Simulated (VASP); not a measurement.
Write the native input for VASP 6.6.1 that does the following.

```yaml
Task: single point
Functional: LDA
Potentials_or_basis: VASP PAW LDA potentials, release 64 (Ba_sv, Zr_sv, O)
Cutoff: 520 eV
k_mesh: 6 × 6 × 6
Occupations: gaussian, width 0.05 eV
Spin: no spin polarisation
Dipole_correction: no
Further_INCAR_settings: ALGO = Normal; EDIFF = 1e-06; NBANDS = 28
```

The structure of BaZrO3 lies in POSCAR:

```
BaZrO3
1.0
    4.1474542849      0.0000000000      0.0000000000
    0.0000000000      4.4896192634      0.0000000000
    0.0000000000      0.0000000000      4.1474542849
Ba Zr O
1 1 3
Direct
    0.5000000000      0.5000000000      0.5000000000
    0.0000000000      0.0000000000      0.0000000000
    0.5000000000      0.0000000000      0.0000000000
    0.0000000000      0.5000000000      0.0000000000
    0.0000000000      0.0000000000      0.5000000000
```

This cell differs from its parent crystal: normal strain along x +0.0000, normal strain along y +0.0825.

The input as run:

INCAR

```
SYSTEM = BaZrO3
PREC     = Accurate       ! precision mode
ENCUT    = 520            ! plane-wave cutoff, eV
EDIFF    = 1E-6           ! SCF threshold, eV
ISMEAR   = 0              ! smearing method
SIGMA    = 0.05           ! smearing width, eV
LREAL    = .FALSE.        ! projectors in reciprocal space
LASPH    = .TRUE.         ! aspherical terms in the spheres
NELM     = 60             ! most SCF steps
ALGO     = Normal         ! electronic algorithm
ISIF     = 2              ! what is computed and relaxed
LWAVE    = .FALSE.        ! write WAVECAR
LCHARG   = .FALSE.        ! write CHGCAR
GGA      = CA             ! functional
NBANDS   = 28             ! bands
```

KPOINTS

```
regular mesh
0
G
  6 6 6
  0 0 0
```

Potentials or basis: VASP PAW LDA potentials, release 64 (Ba_sv, Zr_sv, O).

Launch:

```console
$ cat potpaw_LDA.64/Ba_sv/POTCAR potpaw_LDA.64/Zr_sv/POTCAR potpaw_LDA.64/O/POTCAR > POTCAR
$ mpirun -np 1 vasp_std > vasp.out
```

Results of the run:

* Pressure: -9.1 GPa
* Band gap on the k mesh: 2.80 eV (least direct gap 3.10 eV)

Caveat: the cell differs from its parent crystal (normal strain along x +0.0000, normal strain along y +0.0825); the cell stands under tension; spin-orbit coupling is left out, which moves the levels of the heavy elements.

It took 100 s on 1 thread of Intel(R) Xeon(R) Platinum 8375C CPU @ 2.90GHz (Ice Lake) (shared host), peak memory 0.22 GiB.
